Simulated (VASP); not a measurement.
Wanted: the native input for a VASP 6.6.1 run.

```yaml
Task: single point
Functional: PBEsol
Potentials_or_basis: VASP PAW PBE potentials, release 64 (Ti_sv, C)
Cutoff: 520 eV
k_mesh: 12 × 12 × 4
Occupations: gaussian, width 0.1 eV
Spin: no spin polarisation
Dipole_correction: no
Further_INCAR_settings: ALGO = Normal; EDIFF = 1e-06; NBANDS = 52
```

The structure of Ti2C lies in POSCAR:

```
Ti2C
1.0
    3.1138633355      0.0000000000      0.0000000000
   -1.5569316678      2.6966847525      0.0000000000
    0.0000000000      0.0000000000     14.1520097301
Ti C
6 3
Direct
    0.3333333333      0.6666666667      0.9119596086
    0.0000000000      0.0000000000      0.7547070581
    0.0000000000      0.0000000000      0.2452929419
    0.6666666667      0.3333333333      0.0880403914
    0.6666666667      0.3333333333      0.5786262752
    0.3333333333      0.6666666667      0.4213737248
    0.6666666667      0.3333333333      0.8333333333
    0.3333333333      0.6666666667      0.1666666667
    0.0000000000      0.0000000000      0.5000000000
```

This cell differs from its parent crystal: biaxial strain in the a-b plane: +2.0 %, then relaxed in part.

The input as run:

INCAR

```
SYSTEM = Ti2C
PREC     = Accurate       ! precision mode
ENCUT    = 520            ! plane-wave cutoff, eV
EDIFF    = 1E-6           ! SCF threshold, eV
ISMEAR   = 0              ! smearing method
SIGMA    = 0.1            ! smearing width, eV
LREAL    = .FALSE.        ! projectors in reciprocal space
LASPH    = .TRUE.         ! aspherical terms in the spheres
NELM     = 80             ! most SCF steps
ALGO     = Normal         ! electronic algorithm
ISIF     = 2              ! what is computed and relaxed
LWAVE    = .FALSE.        ! write WAVECAR
LCHARG   = .FALSE.        ! write CHGCAR
GGA      = PS             ! functional
NBANDS   = 52             ! bands
```

KPOINTS

```
Automatic mesh
0
G
  12 12 4
  0 0 0
```

Potentials or basis: VASP PAW PBE potentials, release 64 (Ti_sv, C).

Run with:

```console
$ cat potpaw_PBE.64/Ti_sv/POTCAR potpaw_PBE.64/C/POTCAR > POTCAR
$ mpirun -np 1 vasp_std > vasp.out
```

Results of the run:

```json
{
 "Pressure": "-4.5 GPa",
 "Largest force": "0.024 eV/Å",
 "Band gap on the k mesh": "zero (bands 42 and 43 overlap by 0.95 eV)"
}
```

Caveat: the cell differs from its parent crystal (biaxial strain in the a-b plane: +2.0 %, then relaxed in part); the stress differs along the axes, from -7 to 0 GPa; the PAW data sets were made with another functional, which shifts forces and pressure a little.

Run time: 5.5 min on 1 thread of AMD EPYC 9R45 96-Core Processor (Zen 5), on a shared host, peak memory 0.4 GiB.
